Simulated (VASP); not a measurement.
Runs of VASP 6.6.1 on BeAlS3. The structure is that of space group P6/mmm (No. 191), or close to it. The cells are those of the table. The cell was built from a structure type or drawn by symmetry, and may not be a known phase.

```tsv
task	cell	k mesh	cutoff (eV)	gap on the mesh (eV)	pressure (GPa)
single point	a = 5.086, b = 5.086, c = 4.430 Å, angles 90.0, 90.0, 120.0°, 5 atoms	6 × 6 × 4	520	none	(a)
single point	a = 5.096, b = 5.096, c = 4.612 Å, angles 90.0, 90.0, 120.0°, 5 atoms	12 × 12 × 8	520	none	-0.1
relaxation of cell and atoms	relaxed from a = 5.086, b = 5.086, c = 4.430 Å, angles 90.0, 90.0, 120.0°, 5 atoms	6 × 6 × 4	600	none	0.0
single point	a = 5.118, b = 5.118, c = 4.591 Å, angles 90.0, 90.0, 120.0°, 5 atoms	6 × 6 × 4	520	none	0.0
```

Alike in all rows: level PBE; potentials or basis VASP PAW PBE potentials, release 64 (Be, Al, S); no spin polarisation; smearing gaussian 0.1 eV.

Question: Fill in the values left out.

Answer: (a) 2.0.

A gap of «none» marks levels without a gap at the run's occupations.
